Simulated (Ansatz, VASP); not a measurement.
One calculation of Al, two programs

```
CELL_PARAMETERS angstrom
-1.59122 1.59122 1.59122
1.59122 -1.59122 1.59122
1.59122 1.59122 -1.59122
ATOMIC_POSITIONS crystal
Al 0.00000 0.00000 0.00000
```

Alike in both runs: task single point; functional BLYP; k mesh 10 × 10 × 10; occupations gaussian, width 0.1 eV; no spin polarisation.

|  | VASP | Ansatz |
| --- | --- | --- |
| version | VASP 6.6.1 | Ansatz 0.2.0 |
| potentials or method | VASP PAW PBE potentials, release 64 (Al) | scalar-relativistic, plane waves, PAW |
| plane-wave cutoff (eV) | 500 | 420 |
| valence electrons in the cell | 3 | 3 |

Ansatz gave:

* pressure (GPa): 8.0

Task: Estimate VASP's values.

Result: Pressure (GPa): 8.2.

VASP's potentials were made for PBE, not for BLYP.
